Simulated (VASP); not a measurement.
**LiOs2: relaxation of cell and atoms with PBE**

Crystal: LiOs2.

```xyz
6
Lattice="4.2092 0.0000 0.0000 -2.1046 3.6453 0.0000 0.0000 0.0000 5.8927" Properties=species:S:1:pos:R:3 pbc="T T T"
Li    0.0000    0.0000    4.4195
Li    0.0000    0.0000    1.4732
Os    0.0000    2.4302    0.2683
Os    0.0000    2.4302    2.6781
Os    2.1046    1.2151    5.6244
Os    2.1046    1.2151    3.2146
```

```
Program                : VASP 6.6.1
Task                   : relaxation of cell and atoms
Functional             : PBE
Potentials or basis    : VASP PAW PBE potentials, release 64 (Li_sv, Os)
Cutoff                 : 600 eV
k mesh                 : 12 × 12 × 6
Occupations            : gaussian, width 0.1 eV
Spin                   : no spin polarisation
Dipole correction      : no
Further INCAR settings : ALGO = Fast; EDIFF = 1e-06; IBRION = 2; EDIFFG = -0.01; NSW = 100; ISIF = 3
```

```yaml
Relaxed_volume: 15.04 Å³/atom
Relaxed_cell: a = 4.203 Å, b = 4.203 Å, c = 5.899 Å, α = 90.00°, β = 90.00°, γ = 120.00°
Space_group_after_relaxing_to_0.1_Å: P6_3/mmc (No. 194)
Energy_gained_by_relaxing: 0.1 meV/atom
Ionic_steps: 9
Pressure_after_relaxing: 0.0 GPa
Largest_force_after_relaxing: 0.009 eV/Å
Band_gap_on_the_k_mesh: zero (bands 19 and 20 overlap by 1.95 eV)
```

Forces in eV/Å, atoms in the order of the input:
```
Li   0.000  0.000  0.000
Li   0.000  0.000  0.000
Os   0.000  0.000  0.009
Os   0.000  0.000 -0.009
Os   0.000  0.000 -0.009
Os   0.000  0.000  0.009
```

The path:
```csv
step,energy change (eV),largest force (eV/Å),pressure (GPa),volume (Å³)
1,0.0000,0.0179,-0.46,90.42
2,0.0003,0.0115,0.84,89.85
3,-0.0005,0.0153,0.06,90.16
4,-0.0005,0.0150,0.13,90.15
5,-0.0005,0.0153,0.13,90.15
6,-0.0006,0.0279,0.00,90.19
7,-0.0006,0.0107,0.05,90.18
8,-0.0006,0.0133,0.05,90.18
9,-0.0006,0.0087,-0.05,90.23
```

Final structure:
```
Li Os
1.0
     4.20282    0.00000    0.00000
    -2.10141    3.63975    0.00000
     0.00000    0.00000    5.89870
Li Os
2 4
Direct
  0.00000 0.00000 0.75000
  0.00000 0.00000 0.25000
  0.33333 0.66667 0.04544
  0.33333 0.66667 0.45456
  0.66667 0.33333 0.95456
  0.66667 0.33333 0.54544
```

Levels at points of the mesh, in eV from the Fermi level:
```
           k point  band 15  band 16  band 17  band 18  band 19  band 20  band 21  band 22  band 23
(0.00, 0.00, 0.00)    -2.56    -2.56    -1.51    -1.02    -1.02     0.33     0.33     1.30     1.83
(0.50, 0.00, 0.00)    -1.98    -1.37    -1.31    -0.38     0.47     0.75     1.10     1.49     1.65
(0.00, 0.00, 0.50)    -1.84    -1.84    -1.84    -1.84    -1.49    -1.49     1.19     1.19     1.19
(0.50, 0.00, 0.50)    -2.78    -2.78    -0.14    -0.14     0.13     0.13     0.93     0.93     1.04
```

Wall time 8.1 min on 1 thread of Intel(R) Xeon(R) 6975P-C (Granite Rapids), with other jobs on the host, peak memory 0.36 GiB.

Caveat: the cutoff is under 1.25 times the usual one of these potentials, so pressure, stress and relaxed cells hold a basis-set (Pulay) error; spin-orbit coupling is left out, which moves the levels of the heavy elements.
